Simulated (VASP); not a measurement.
# Si3S2 (P-3m1) in VASP: further runs, part 2 of 2

VASP 6.6.1.

## (3) Single point, PBE

Input file INCAR:

```
  PREC = Accurate
  ENCUT = 520
  EDIFF = 1E-6
  ISMEAR = 0
  SIGMA = 0.1
  LREAL = F
  LASPH = T
  NELM = 60
  ALGO = Normal
  ISIF = 2
  LWAVE = F
  LCHARG = F
  GGA = PE
  NBANDS = 20
```

Input file KPOINTS:

```
regular mesh
0
Gamma
  12 12 6
```

Input file POSCAR:

```
Si3S2
1.0
    4.2549575691      0.0000000000      0.0000000000
   -2.1274787845      3.6849013469      0.0000000000
    0.0000000000      0.0000000000      5.4903904698
Si S
3 2
Direct
    0.0000000000      0.0000000000      0.0000000000
    0.3333333333      0.6666666667      0.7730851293
    0.6666666667      0.3333333333      0.2269148707
    0.3333333333      0.6666666667      0.3547747958
    0.6666666667      0.3333333333      0.6452252042
```

Potentials or basis: VASP PAW PBE potentials, release 64 (Si, S).

Started as:

```bash
$ cat potpaw_PBE.64/Si/POTCAR potpaw_PBE.64/S/POTCAR > POTCAR
$ mpirun -np 1 vasp_std > vasp.out
```

OUTCAR:

```text
PREC = Accurate
   ENCUT = 520
   EDIFF = 1E-6
   ISMEAR = 0
   LREAL = F
   LASPH = T
   NELM = 60
   ISIF = 2
   GGA = PE

 ion  position               nearest neighbor table
   1  0.000  0.000  0.000-   2 2.75   3 2.75   3 2.75   2 2.75   3 2.75   2 2.75
   2  0.333  0.667  0.773-   4 2.30   5 2.55   5 2.55   5 2.55   1 2.75   1 2.75   1 2.75
   3  0.667  0.333  0.227-   5 2.30   4 2.55   4 2.55   4 2.55   1 2.75   1 2.75   1 2.75
   4  0.333  0.667  0.355-   2 2.30   3 2.55   3 2.55   3 2.55
[... 758 lines left out ...]
  -------------------------------------------------------------------------------------
  Total       -0.0102583     -0.0102583     -0.0998359     -0.0000000      0.0000000     -0.0000000
  in kB       -0.1909253     -0.1909253     -1.8581161     -0.0000000      0.0000000     -0.0000000
  external PRESSURE =      -0.7466555 kB  Pullay stress =       0.0000000 kB

 VOLUME and BASIS-vectors are now :
 -----------------------------------------------------------------------------
  energy-cutoff  :      520.00
  volume of cell :       86.08
      direct lattice vectors                 reciprocal lattice vectors
     4.254957569  0.000000000  0.000000000     0.235019970  0.135688843  0.000000000
    -2.127478785  3.684901347  0.000000000     0.000000000  0.271377686  0.000000000
     0.000000000  0.000000000  5.490390470     0.000000000  0.000000000  0.182136408

 POSITION                                       TOTAL-FORCE (eV/Angst)
 -----------------------------------------------------------------------------------
      0.00000      0.00000      0.00000         0.000000      0.000000     -0.000000
     -0.00000      2.45660      4.24454        -0.000000      0.000000     -0.018592
      2.12748      1.22830      1.24585         0.000000     -0.000000      0.018592
     -0.00000      2.45660      1.94785        -0.000000     -0.000000      0.022706
      2.12748      1.22830      3.54254         0.000000      0.000000     -0.022706
 -----------------------------------------------------------------------------------
    total drift:                               -0.000000      0.000000      0.000000

  FREE ENERGIE OF THE ION-ELECTRON SYSTEM (eV)
  ---------------------------------------------------
  free  energy   TOTEN  =       -22.4467796453 eV

  energy  without entropy=      -22.4365724476  energy(sigma->0) =      -22.44167605
```

OSZICAR:

```text
N       E                     dE             d eps       ncg     rms          rms(c)
DAV:   1     0.744880594127E+02    0.74488E+02   -0.10115E+04  4000   0.101E+03
DAV:   2    -0.165199827126E+02   -0.91008E+02   -0.87796E+02  5204   0.162E+02
DAV:   3    -0.225271113973E+02   -0.60071E+01   -0.59448E+01  5196   0.401E+01
DAV:   4    -0.226129216414E+02   -0.85810E-01   -0.85644E-01  5268   0.565E+00
DAV:   5    -0.226141471567E+02   -0.12255E-02   -0.12254E-02  5024   0.677E-01    0.136E+01
DAV:   6    -0.224725892969E+02    0.14156E+00   -0.26915E-01  4888   0.214E+00    0.849E+00
DAV:   7    -0.224480304955E+02    0.24559E-01   -0.13568E-01  4700   0.173E+00    0.747E-01
DAV:   8    -0.224467207438E+02    0.13098E-02   -0.10956E-02  4676   0.574E-01    0.278E-01
DAV:   9    -0.224466433256E+02    0.77418E-04   -0.18113E-03  4868   0.202E-01    0.127E-01
DAV:  10    -0.224467435421E+02   -0.10022E-03   -0.25029E-04  4848   0.874E-02    0.535E-02
DAV:  11    -0.224467764937E+02   -0.32952E-04   -0.42979E-05  4944   0.348E-02    0.107E-02
DAV:  12    -0.224467778354E+02   -0.13417E-05   -0.54760E-06  4900   0.117E-02    0.459E-03
DAV:  13    -0.224467796201E+02   -0.17847E-05   -0.27923E-06  4452   0.827E-03    0.299E-03
DAV:  14    -0.224467796453E+02   -0.25196E-07   -0.80091E-08  2892   0.168E-03
   1 F= -.22446780E+02 E0= -.22441676E+02  d E =-.102072E-01
```

It took 1.7 min on 1 thread of Intel Xeon Platinum 8259CL at 2.50GHz (Skylake/Cascade Lake), shared host; peak memory 0.28 GiB.

Results:

```
Free energy            : -22.4468 eV
Pressure               : -0.1 GPa
Largest force          : 0.023 eV/Å
Band gap on the k mesh : zero (bands 12 and 13 overlap by 2.12 eV)
```

Forces in eV/Å, atoms in the order of the input:
```
Si   0.000  0.000  0.000
Si   0.000  0.000 -0.019
Si   0.000  0.000  0.019
S    0.000  0.000  0.023
S    0.000  0.000 -0.023
```

Stress tensor (GPa, compression positive):
```
-0.02  0.00  0.00
 0.00 -0.02  0.00
 0.00  0.00 -0.19
```

Levels at points of the mesh, in eV from the Fermi level:
```
           k point  band 10  band 11  band 12  band 13  band 14  band 15
(0.00, 0.00, 0.00)    -1.44    -1.44    -1.26    -0.89     1.24     1.24
(0.50, 0.00, 0.00)    -2.39    -1.89    -0.93     0.77     2.82     3.89
(0.00, 0.00, 0.50)    -3.15    -1.43    -1.43    -0.40    -0.40     0.33
(0.50, 0.00, 0.50)    -2.59    -0.91     0.39     0.69     1.07     3.11
```

## (4) Relaxation of cell and atoms, PBE

This run uses another cell than the first one, of 16.97 Å³/atom.

Input file INCAR:

```
ALGO = Normal ; EDIFF = 1E-7
EDIFFG = -0.04 ; ENCUT = 600
GGA = PE ; IBRION = 2
ISIF = 3 ; ISMEAR = 0
LASPH = T ; LCHARG = F
LREAL = F ; LWAVE = F
NELM = 80 ; NSW = 90
PREC = Accurate ; SIGMA = 0.1
```

Input file KPOINTS:

```
k-points
0
Gamma
  6 6 4
```

Input file POSCAR:

```
Si3S2
1.0
    3.9782418182      0.0000000000      0.0000000000
   -1.9891209091      3.4452584770      0.0000000000
    0.0000000000      0.0000000000      6.1894980573
Si S
3 2
Direct
    0.0000000000      0.0000000000      0.0000000000
    0.3333333333      0.6666666667      0.6450000000
    0.6666666667      0.3333333333      0.3550000000
    0.3333333333      0.6666666667      0.2450000000
    0.6666666667      0.3333333333      0.7550000000
```

Started as:

```bash
$ cat potpaw_PBE.64/Si/POTCAR potpaw_PBE.64/S/POTCAR > POTCAR
$ mpirun -np 1 vasp_std > vasp.out
```

It took 15 min on 1 thread of Intel Xeon Platinum 8259CL at 2.50GHz (Skylake/Cascade Lake), shared host; peak memory 0.23 GiB.

It converged, with:

- Free energy: -21.9888 eV
- Relaxed volume: 21.93 Å³/atom
- Relaxed cell: a = 4.662 Å, b = 4.662 Å, c = 5.824 Å, α = 90.00°, β = 90.00°, γ = 120.00°
- Space group after relaxing (to 0.1 Å): P-3m1 (No. 164)
- Energy gained by relaxing: 311.6 meV/atom
- Ionic steps: 45
- Pressure after relaxing: -0.1 GPa
- Largest force after relaxing: 0.025 eV/Å
- Band gap on the k mesh: zero (bands 12 and 13 overlap by 2.59 eV)

Forces on the atoms (eV/Å):
```
Si   0.000  0.000  0.000
Si   0.000  0.000  0.014
Si   0.000  0.000 -0.014
S    0.000  0.000 -0.025
S    0.000  0.000  0.025
```

Stress tensor (GPa, compression positive):
```
-0.14  0.00  0.00
 0.00 -0.14  0.00
 0.00  0.00 -0.02
```

The path:
```csv
step,energy change (eV),largest force (eV/Å),pressure (GPa),volume (Å³)
1,0.0000,0.6429,7.29,84.83
3,-0.3415,0.3748,-0.77,97.70
5,-0.4815,0.5032,-1.01,95.06
7,-0.7471,1.2524,10.32,81.13
9,-0.9037,0.7215,3.30,84.42
11,-0.9112,0.8068,4.53,83.70
13,-0.8700,1.5604,8.73,84.31
15,-0.9449,1.0146,7.32,84.16
17,-1.0140,0.8182,5.84,85.33
19,-1.0205,1.5400,1.69,97.25
21,-1.2389,0.6058,1.22,93.15
23,-1.3174,0.6990,-1.77,97.30
25,-1.4184,0.5614,-0.06,95.17
27,-1.4328,0.4448,0.97,94.11
29,-1.4865,0.1358,1.95,96.00
31,-1.5135,0.1685,-0.22,101.05
33,-1.5192,0.2008,-0.12,101.13
35,-1.5302,0.2659,0.16,102.09
37,-1.5293,0.4111,1.98,103.65
39,-1.5433,0.1302,0.89,103.75
41,-1.5494,0.2311,-0.14,111.95
43,-1.5569,0.0760,-0.38,110.20
45,-1.5578,0.0245,-0.10,109.64
```

Final structure:
```xyz
5
Lattice="4.6624 0.0000 0.0000 -2.3312 4.0378 0.0000 0.0000 0.0000 5.8242" Properties=species:S:1:pos:R:3 pbc="T T T"
Si    0.0000    0.0000    0.0000
Si    0.0000    2.6919    4.7253
Si    2.3312    1.3459    1.0989
S     0.0000    2.6919    1.0998
S     2.3312    1.3459    4.7244
```

Levels at points of the mesh, in eV from the Fermi level:
| k point | band 9 | band 10 | band 11 | band 12 | band 13 | band 14 | band 15 | band 16 |
| --- | --- | --- | --- | --- | --- | --- | --- | --- |
| (0.00, 0.00, 0.00) | -4.07 | -3.13 | -2.02 | -1.60 | -1.60 | 1.47 | 1.47 | 1.60 |
| (0.50, 0.00, 0.00) | -3.48 | -1.98 | -0.49 | -0.26 | 1.59 | 1.66 | 2.60 | 3.08 |
| (0.00, 0.00, 0.50) | -4.09 | -2.71 | -1.79 | -1.79 | -1.33 | 0.79 | 1.15 | 1.15 |
| (0.50, 0.00, 0.50) | -2.74 | -1.86 | -0.26 | -0.17 | 1.58 | 1.73 | 1.86 | 2.38 |

Caveat: the volume moved by over 15 % at a fixed basis, so the end points are rough.

## (5) Relaxation of cell and atoms, PBE

Input file INCAR:

```
PREC = Accurate
ENCUT = 600
EDIFF = 1E-6
ISMEAR = 0
SIGMA = 0.1
LREAL = F
LASPH = T
NELM = 60
ALGO = Normal
ISIF = 3
LWAVE = F
LCHARG = F
GGA = PE
IBRION = 2
NSW = 100
EDIFFG = -0.01
```

Input file KPOINTS:

```
regular mesh
0
Gamma
  9 9 8
```

Input file POSCAR:

```
Si3S2
1.0
    4.2549575691      0.0000000000      0.0000000000
   -2.1274787845      3.6849013469      0.0000000000
    0.0000000000      0.0000000000      5.4903904698
Si S
3 2
Direct
    0.0000000000      0.0000000000      0.0000000000
    0.3333333333      0.6666666667      0.7730851293
    0.6666666667      0.3333333333      0.2269148707
    0.3333333333      0.6666666667      0.3547747958
    0.6666666667      0.3333333333      0.6452252042
```

Potentials or basis: VASP PAW PBE potentials, release 64 (Si, S).

Started as:

```bash
$ cat potpaw_PBE.64/Si/POTCAR potpaw_PBE.64/S/POTCAR > POTCAR
$ mpirun -np 1 vasp_std > vasp.out
```

OUTCAR:

```text
PREC = Accurate
   ENCUT = 600
   EDIFF = 1E-6
   ISMEAR = 0
   LREAL = F
   LASPH = T
   NELM = 60
   ISIF = 3
   GGA = PE
   IBRION = 2
   NSW = 100
   EDIFFG = -0.01

 ion  position               nearest neighbor table
   1  0.000  0.000  0.000-   2 2.75   3 2.75   3 2.75   2 2.75   3 2.75   2 2.75
   2  0.333  0.667  0.773-   4 2.30   5 2.55   5 2.55   5 2.55   1 2.75   1 2.75   1 2.75
   3  0.667  0.333  0.227-   5 2.30   4 2.55   4 2.55   4 2.55   1 2.75   1 2.75   1 2.75
   4  0.333  0.667  0.355-   2 2.30   3 2.55   3 2.55   3 2.55
   5  0.667  0.333  0.645-   3 2.30   2 2.55   2 2.55   2 2.55

  LATTYP: Found a hexagonal cell.
 ALAT       =     4.2549575691
 C/A-ratio  =     1.2903514032

  Lattice vectors:

 A1 = (   4.2549575691,   0.0000000000,   0.0000000000)
 A2 = (  -2.1274787845,   3.6849013469,   0.0000000000)
 A3 = (   0.0000000000,   0.0000000000,   5.4903904698)

Analysis of symmetry for initial positions (statically):
=====================================================================
 Subroutine PRICEL returns:
 Original cell was already a primitive cell.

 Routine SETGRP: Setting up the symmetry group for a
[... 233 lines left out ...]
  band No.  band energies     occupation
      1      -8.3607      2.00000
      2      -5.0771      2.00000
      3      -1.9358      2.00000
      4      -0.2462      2.00000
      5       2.2657      2.00000
      6       2.2657      2.00000
[... 433 lines left out ...]
      3      -2.0661      2.00000
      4      -0.3847      2.00000
      5       1.1687      2.00000
      6       1.2324      2.00000
[... 8 lines left out ...]
     15      10.0681      0.00000
     16      10.8171      0.00000

 [... further k-points ...]

------------------------ aborting loop because EDIFF is reached ----------------------------------------

  FORCE on cell =-STRESS in cart. coord.  units (eV):
  Direction    XX          YY          ZZ          XY          YZ          ZX
  --------------------------------------------------------------------------------------
  -------------------------------------------------------------------------------------
  Total        0.0098533      0.0098533      0.0323453      0.0000000      0.0000000      0.0000000
  in kB        0.1837186      0.1837186      0.6030889      0.0000000      0.0000000      0.0000000
  external PRESSURE =       0.3235087 kB  Pullay stress =       0.0000000 kB

 VOLUME and BASIS-vectors are now :
 -----------------------------------------------------------------------------
  energy-cutoff  :      600.00
  volume of cell :       85.93
      direct lattice vectors                 reciprocal lattice vectors
     4.252755109 -0.000000000  0.000000000     0.235141684  0.135759115  0.000000000
    -2.126377554  3.682993960  0.000000000     0.000000000  0.271518230 -0.000000000
    -0.000000000  0.000000000  5.486162944    -0.000000000 -0.000000000  0.182276759

 POSITION                                       TOTAL-FORCE (eV/Angst)
 -----------------------------------------------------------------------------------
      0.00000      0.00000      0.00000        -0.000000     -0.000000      0.000000
     -0.00000      2.45533      4.24057        -0.000000      0.000000      0.003138
      2.12638      1.22766      1.24559         0.000000     -0.000000     -0.003138
     -0.00000      2.45533      1.94739        -0.000000      0.000000      0.000569
      2.12638      1.22766      3.53878         0.000000     -0.000000     -0.000569
 -----------------------------------------------------------------------------------
    total drift:                                0.000000      0.000000      0.000000

  FREE ENERGIE OF THE ION-ELECTRON SYSTEM (eV)
  ---------------------------------------------------
  free  energy   TOTEN  =       -22.4418736730 eV

  energy  without entropy=      -22.4294400106  energy(sigma->0) =      -22.43565684

 reached required accuracy - stopping structural energy minimisation
```

Wall time 3.4 min (1 thread of Intel Xeon Platinum 8259CL at 2.50GHz (Skylake/Cascade Lake), shared host); peak memory 0.31 GiB.

Results:

* Free energy: -22.4419 eV
* Relaxed volume: 17.19 Å³/atom
* Relaxed cell: a = 4.253 Å, b = 4.253 Å, c = 5.486 Å, α = 90.00°, β = 90.00°, γ = 120.00°
* Space group after relaxing (to 0.1 Å): P-3m1 (No. 164)
* Energy gained by relaxing: 0.0 meV/atom
* Ionic steps: 2
* Pressure after relaxing: 0.0 GPa
* Largest force after relaxing: 0.003 eV/Å
* Band gap on the k mesh: zero (bands 12 and 13 overlap by 2.14 eV)

Forces on the atoms (eV/Å):
```
Si   0.000  0.000  0.000
Si   0.000  0.000  0.003
Si   0.000  0.000 -0.003
S    0.000  0.000  0.001
S    0.000  0.000 -0.001
```

Final structure:
```yaml
crystal:
  lattice:
    - [4.25276, 0.00000, 0.00000]
    - [-2.12638, 3.68299, 0.00000]
    - [0.00000, 0.00000, 5.48616]
  atoms:
    - { symbol: Si, position: [0.00000, 0.00000, 0.00000] }
    - { symbol: Si, position: [0.33333, 0.66667, 0.77296] }
    - { symbol: Si, position: [0.66667, 0.33333, 0.22704] }
    - { symbol: S, position: [0.33333, 0.66667, 0.35496] }
    - { symbol: S, position: [0.66667, 0.33333, 0.64504] }
```

## (6) Overview

```tsv
task	cell	k mesh	cutoff (eV)	gap on the mesh (eV)	pressure (GPa)	relaxed volume (Å³/atom)	largest force (eV/Å)
single point	a = 4.250, b = 4.250, c = 5.494 Å, angles 90.0, 90.0, 120.0°, 5 atoms, atomic positions A	9 × 9 × 8	520	none	-0.1	-	0.03
single point	a = 4.255, b = 4.255, c = 5.490 Å, angles 90.0, 90.0, 120.0°, 5 atoms, atomic positions B	12 × 12 × 6	520	none	-0.1	-	0.02
relaxation of cell and atoms	relaxed from a = 3.978, b = 3.978, c = 6.189 Å, angles 90.0, 90.0, 120.0°, 5 atoms, atomic positions C	6 × 6 × 4	600	none	-0.1	21.93	0.02
relaxation of cell and atoms	relaxed from a = 4.255, b = 4.255, c = 5.490 Å, angles 90.0, 90.0, 120.0°, 5 atoms, atomic positions B	9 × 9 × 8	600	none	0.0	17.19	-
```

Alike in all rows: level PBE; potentials or basis VASP PAW PBE potentials, release 64 (Si, S); no spin polarisation; smearing gaussian 0.1 eV.

Caveats: the volume moved by over 15 % at a fixed basis, so the end points are rough (at least some runs).

Absolute energies hang on the potentials; compare differences alone.
